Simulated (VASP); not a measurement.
# CdSb2Te4 (I-4) in VASP: single point with PBE

Aim: the single point of CdSb2Te4 with PBE.

Everything below comes from runs of VASP 6.6.1. Logs are shortened: lines on timing, memory, paths and dates and some standing lists are left out, and cuts for length are marked.

## Step 1: The cell of the first run

The structure is tetragonal, space group I-4 (No. 82). The conventional cell has a = 6.264 Å, b = 6.264 Å, c = 12.519 Å, α = 90.00°, β = 90.00°, γ = 90.00°. Within 3.6 Å of Cd (site symmetry -4) lie 4 Te at 2.75 Å. Within 3.6 Å of Sb (site symmetry -4) lie 4 Te at 2.75 Å. Within 3.6 Å of Sb (site symmetry -4) lie 4 Te at 2.75 Å. Te (site symmetry 1) has 1 Cd at 2.75 Å and 2 Sb at 2.75 Å within 3.6 Å.

## Step 2: Single point, PBE

Contents of INCAR:

```
SYSTEM = CdSb2Te4
PREC = Accurate
ENCUT = 520
EDIFF = 1E-7
ISMEAR = 0
SIGMA = 0.1111
LREAL = .FALSE.
LASPH = .TRUE.
NELM = 80
ALGO = Normal
ISIF = 2
LWAVE = .FALSE.
LCHARG = .FALSE.
GGA = PE
NBANDS = 32
```

Contents of KPOINTS:

```
regular mesh
0
G
  5 5 5
  0 0 0
```

Contents of POSCAR:

```
CdSb2Te4
1.0
    0.0000000000      6.2642340000      0.0000000000
    6.2642340000      0.0000000000      0.0000000000
    3.1321170000      3.1321170000     -6.2596910000
Cd Sb Te
1 2 4
Direct
    0.0000000000      0.0000000000      0.0000000000
    0.5000000000      0.5000000000      0.0000000000
    0.7500000000      0.2500000000      0.5000000000
    0.3700000000      0.3900000000      0.7400000000
    0.6100000000      0.1100000000      0.2600000000
    0.8900000000      0.8700000000      0.7400000000
    0.1300000000      0.6300000000      0.2600000000
```

Potentials or basis: VASP PAW PBE potentials, release 64 (Cd, Sb, Te).

On the command line:

```console
> cat potpaw_PBE.64/Cd/POTCAR potpaw_PBE.64/Sb/POTCAR potpaw_PBE.64/Te/POTCAR > POTCAR
> mpirun -np 1 vasp_std > vasp.out
```

OUTCAR:

```text
SYSTEM = CdSb2Te4
   PREC = Accurate
   ENCUT = 520
   EDIFF = 1E-7
   ISMEAR = 0
   LREAL = .FALSE.
   LASPH = .TRUE.
   NELM = 80
   ISIF = 2
   GGA = PE

 ion  position               nearest neighbor table
   1  0.000  0.000  0.000-   4 2.75   5 2.75   6 2.75   7 2.75
   2  0.500  0.500  0.000-   4 2.75   5 2.75   6 2.75   7 2.75
   3  0.750  0.250  0.500-   5 2.75   4 2.75   6 2.75   7 2.75
   4  0.370  0.390  0.740-   1 2.75   2 2.75   3 2.75
   5  0.610  0.110  0.260-   1 2.75   2 2.75   3 2.75
   6  0.890  0.870  0.740-   1 2.75   2 2.75   3 2.75
   7  0.130  0.630  0.260-   1 2.75   2 2.75   3 2.75

  LATTYP: Found a body centered tetragonal cell.
 ALAT       =     6.2642340000
 C/A-ratio  =     1.9985495433

  Lattice vectors:

 A1 = (  -3.1321170000,   3.1321170000,   6.2596910000)
 A2 = (   3.1321170000,  -3.1321170000,   6.2596910000)
 A3 = (   3.1321170000,   3.1321170000,  -6.2596910000)

Analysis of symmetry for initial positions (statically):
=====================================================================
 Subroutine PRICEL returns:
 Original cell was already a primitive cell.

 Routine SETGRP: Setting up the symmetry group for a
 body centered tetragonal supercell.

 Subroutine GETGRP returns: Found  4 space group operations
 (whereof  4 operations were pure point group operations)
 out of a pool of 16 trial point group operations.

The static configuration has the point symmetry S_4 .

Analysis of symmetry for dynamics (positions and initial velocities):
=====================================================================
 Subroutine PRICEL returns:
 Original cell was already a primitive cell.

 Routine SETGRP: Setting up the symmetry group for a
 body centered tetragonal supercell.

 Subroutine GETGRP returns: Found  4 space group operations
 (whereof  4 operations were pure point group operations)
 out of a pool of 16 trial point group operations.

The dynamic configuration has the point symmetry S_4 .

 Subroutine INISYM returns: Found  4 space group operations
 (whereof  4 operations are pure point group operations),
 and found     1 'primitive' translations

----------------------------------------------------------------------------------------

                                     Primitive cell

  volume of cell :     245.6342

  direct lattice vectors                    reciprocal lattice vectors
     0.000000000  6.264234000  0.000000000     0.000000000  0.159636438  0.079876147
     6.264234000  0.000000000  0.000000000     0.159636438  0.000000000  0.079876147
     3.132117000  3.132117000 -6.259691000     0.000000000  0.000000000 -0.159752294

  length of vectors
     6.264234000  6.264234000  7.668379569     0.178504877  0.178504877  0.159752294

  position of ions in fractional coordinates (direct lattice)
     0.000000000  0.000000000  0.000000000
     0.500000000  0.500000000  0.000000000
     0.750000000  0.250000000  0.500000000
     0.370000000  0.390000000  0.740000000
     0.610000000  0.110000000  0.260000000
     0.890000000  0.870000000  0.740000000
     0.130000000  0.630000000  0.260000000

  ion indices of the primitive-cell ions
   primitive index   ion index
                 1           1
                 2           2
                 3           3
                 4           4
                 5           5
                 6           6
                 7           7

----------------------------------------------------------------------------------------

 KPOINTS: regular mesh

Automatic generation of k-mesh.
 Grid dimensions read from file:
 generate k-points for:    5    5    5

 Generating k-lattice:

  Cartesian coordinates                     Fractional coordinates (reciprocal lattice)
     0.000000000  0.031927288  0.015975229     0.200000000  0.000000000  0.000000000
     0.031927288  0.000000000  0.015975229     0.000000000  0.200000000  0.000000000
     0.000000000  0.000000000 -0.031950459     0.000000000  0.000000000  0.200000000

  Length of vectors
     0.035700975  0.035700975  0.031950459

  Shift w.r.t. Gamma in fractional coordinates (k-lattice)
     0.000000000  0.000000000  0.000000000

 Subroutine IBZKPT returns following result:
 ===========================================

 Found     21 irreducible k-points:

 Following reciprocal coordinates:
            Coordinates               Weight
  0.000000  0.000000  0.000000      1.000000
  0.200000  0.000000  0.000000      8.000000
  0.400000  0.000000  0.000000      8.000000
  0.200000  0.200000  0.000000      8.000000
  0.400000  0.200000  0.000000      8.000000
 -0.200000 -0.400000  0.000000      8.000000
[... 13 lines left out ...]
  0.000000  0.000000  0.400000      2.000000
 -0.200000  0.000000  0.400000      4.000000
   k-points           NKPTS =     21   k-points in BZ     NKDIM =     21   number of bands    NBANDS=     32
   number of dos      NEDOS =    301   number of ions     NIONS =      7
   total plane-waves  NPLWV = 138240
   dimension x,y,z NGX =    48 NGY =   48 NGZ =   60
   dimension x,y,z NGXF=    96 NGYF=   96 NGZF=  120
   ions per type =               1   2   4
   NGX,Y,Z   is equivalent  to a cutoff of  12.74, 12.74, 13.01 a.u.
   NGXF,Y,Z  is equivalent  to a cutoff of  25.48, 25.48, 26.02 a.u.
 SYSTEM =  CdSb2Te4
   PREC   = accura    normal or accurate (medium, high low for compatibility)
   ISTART =      0    job   : 0-new  1-cont  2-samecut
   ICHARG =      2    charge: 1-file 2-atom 10-const
   ISPIN  =      1    spin polarized calculation?
   LNONCOLLINEAR =      F non collinear calculations
   LSORBIT =      F    spin-orbit coupling
   LASPH  =      T    aspherical Exc in radial PAW
   ENCUT  =  520.0 eV  38.22 Ry    6.18 a.u.  11.65 11.65 14.26*2*pi/ulx,y,z
   NELM   =     80;   NELMIN=  2; NELMDL= -5     # of ELM steps
   EDIFF  = 0.1E-06   stopping-criterion for ELM
   LREAL  =      F    real-space projection
   EDIFFG = 0.1E-05   stopping-criterion for IOM
   NSW    =      0    number of steps for IOM
   IBRION =     -1    ionic relax: 0-MD 1-quasi-New 2-CG
   NFREE  =      0    steps in history (QN), initial steepest desc. (CG)
   ISIF   =      2    stress and relaxation
   ISYM   =      2    0-nonsym 1-usesym 2-fastsym
   POTIM  = 0.5000    time-step for ionic-motion
   TEBEG  =    0.0;   TEEND  =   0.0 temperature during run
   PSTRESS=    0.0 pullay stress
   NELECT =      46.0000    total number of electrons
   NUPDOWN=      -1.0000    fix difference up-down
   EMIN   =  10.00;   EMAX   =-10.00  energy-range for DOS
   EFERMI =   0.00;   METHOD = LEGACY
   ISMEAR =     0;   SIGMA  =   0.11  broadening in eV -4-tet -1-fermi 0-gaus
   EFERMI_NEDOS =   21; number of points for ismear=-14 and -15
   IALGO  =     38    algorithm
   IMIX   =      4    mixing-type and parameters
     AMIX     =   0.40;   BMIX     =  1.00
     AMIX_MAG =   1.60;   BMIX_MAG =  1.00
  volume/ion in A,a.u.               =      35.09       236.80
  Fermi-wavevector in a.u.,A,eV,Ry     =   0.936622  1.769960 11.935865  0.877261
  Thomas-Fermi vector in A             =   2.063650
   LORBIT       =      0    0 simple, 1 ext, 2 COOP (PROOUT), +10 PAW based schemes
   GGA     = PE    functional components
   LHFCALC =     F    Hartree Fock is set to
   AEXX    =    0.0000 exact exchange contribution
   IVDW    =     0    specifies the selected vdW correction
   LEPSILON=     F    determine dielectric tensor
   LRPA    =     F    only Hartree local field effects (RPA)
 non-spin polarized calculation
 Gauss-broadening in eV      SIGMA  =   0.11
  energy-cutoff  :      520.00
  volume of cell :      245.63
 maximum number of plane-waves:      6631
   NGX = 23   NGY = 23   NGZ = 29

 number of electron      46.0000005 magnetization

 Free energy of the ion-electron system (eV)
  ---------------------------------------------------
  ext. energy  EPLUGINS =         0.00000000
  ---------------------------------------------------
  free energy    TOTEN  =       -19.86273895 eV

  energy without entropy =      -19.85951324  energy(sigma->0) =      -19.86112609

 E-fermi :   5.2717     XC(G=0):  -8.6159

 val. band max:        5.1862941006   @ k =   0.4000   0.0000   0.2000
 cond. band min:       5.3652696279   @ k =   0.0000   0.0000   0.0000
 fundamental gap:      0.1789755273
 Fermi energy:         5.2717104747

 k-point     1 :       0.0000    0.0000    0.0000
  band No.  band energies     occupation
      1      -8.4949      2.00000
      2      -6.6062      2.00000
      3      -6.6062      2.00000
      4      -6.6043      2.00000
      5      -5.5400      2.00000
      6      -4.0980      2.00000
[... 24 lines left out ...]
     31       9.0790      0.00000
     32       9.2411      0.00000

 k-point     2 :       0.2000    0.0000    0.0000
  band No.  band energies     occupation
      1      -8.3898      2.00000
      2      -6.8881      2.00000
      3      -6.6587      2.00000
      4      -6.6236      2.00000
      5      -5.2431      2.00000
      6      -4.1908      2.00000
[... 24 lines left out ...]
     31       9.2361      0.00000
     32       9.3238      0.00000

 k-point     3 :       0.4000    0.0000    0.0000
  band No.  band energies     occupation
      1      -8.1417      2.00000
      2      -7.3136      2.00000
      3      -6.7430      2.00000
      4      -6.6535      2.00000
      5      -4.8533      2.00000
      6      -4.3876      2.00000
[... 24 lines left out ...]
     31       8.8867      0.00000
     32       9.5376      0.00000

 k-point     4 :       0.2000    0.2000    0.0000
  band No.  band energies     occupation
      1      -8.2446      2.00000
      2      -7.1577      2.00000
      3      -6.7071      2.00000
      4      -6.6607      2.00000
      5      -4.9524      2.00000
      6      -4.2930      2.00000
[... 549 lines left out ...]
     31       9.0628      0.00000
     32       9.2956      0.00000

 k-point    20 :       0.0000    0.0000    0.4000
  band No.  band energies     occupation
      1      -8.0815      2.00000
      2      -7.5959      2.00000
      3      -6.6126      2.00000
      4      -6.6126      2.00000
      5      -4.6533      2.00000
      6      -4.2102      2.00000
[... 24 lines left out ...]
     31       8.7530      0.00000
     32       9.8661      0.00000

 k-point    21 :      -0.2000    0.0000    0.4000
  band No.  band energies     occupation
      1      -7.8680      2.00000
      2      -7.7763      2.00000
      3      -6.7218      2.00000
      4      -6.6104      2.00000
      5      -4.5462      2.00000
      6      -4.4081      2.00000
[... 24 lines left out ...]
     31       9.0171      0.00000
     32       9.0727      0.00000

------------------------ aborting loop because EDIFF is reached ----------------------------------------

  FORCE on cell =-STRESS in cart. coord.  units (eV):
  Direction    XX          YY          ZZ          XY          YZ          ZX
  --------------------------------------------------------------------------------------
  -------------------------------------------------------------------------------------
  Total       15.7621852     15.7621852     17.2554316      0.0000008      0.0000000      0.0000000
  in kB      102.8106651    102.8106651    112.5505366      0.0000053      0.0000000      0.0000000
  external PRESSURE =     106.0572889 kB  Pullay stress =       0.0000000 kB

 VOLUME and BASIS-vectors are now :
 -----------------------------------------------------------------------------
  energy-cutoff  :      520.00
  volume of cell :      245.63
      direct lattice vectors                 reciprocal lattice vectors
     0.000000000  6.264234000  0.000000000     0.000000000  0.159636438  0.079876147
     6.264234000  0.000000000  0.000000000     0.159636438  0.000000000  0.079876147
     3.132117000  3.132117000 -6.259691000     0.000000000  0.000000000 -0.159752294

 POSITION                                       TOTAL-FORCE (eV/Angst)
 -----------------------------------------------------------------------------------
      0.00000      0.00000      0.00000         0.000000     -0.000000      0.000000
      3.13212      3.13212      0.00000         0.000000     -0.000000      0.000000
      3.13212      6.26423     -3.12985         0.000000     -0.000000      0.000000
      4.76082      4.63553     -4.63217         0.558504     -1.670162      0.597589
      1.50342      4.63553     -1.62752        -1.670162     -0.558504     -0.597589
      7.76765      7.89293     -4.63217        -0.558504      1.670162      0.597589
      4.76082      1.62870     -1.62752         1.670162      0.558504     -0.597589
 -----------------------------------------------------------------------------------
    total drift:                               -0.000002     -0.000002      0.000002

  FREE ENERGIE OF THE ION-ELECTRON SYSTEM (eV)
  ---------------------------------------------------
  free  energy   TOTEN  =       -19.8627389495 eV

  energy  without entropy=      -19.8595132385  energy(sigma->0) =      -19.86112609
```

It took 5.1 min on 1 thread of Intel Xeon 8259CL, shared host; peak memory 0.46 GiB.

Results:

* Free energy: -19.8627 eV
* Pressure: 10.6 GPa
* Largest force: 1.860 eV/Å
* Band gap on the k mesh: 0.18 eV (least direct gap 0.45 eV)

Forces on the atoms (eV/Å):
```
Cd   0.000  0.000  0.000
Sb   0.000  0.000  0.000
Sb   0.000  0.000  0.000
Te   0.559 -1.670  0.598
Te  -1.670 -0.559 -0.598
Te  -0.559  1.670  0.598
Te   1.670  0.559 -0.598
```

Caveat: the cell stands under pressure; semilocal functionals underestimate gaps, and a narrow one can read as zero; spin-orbit coupling is left out, which moves the levels of the heavy elements; forces of over 1 eV/Å act on the atoms, so gaps and moduli don't describe the material at rest. A k mesh can miss the band edges.
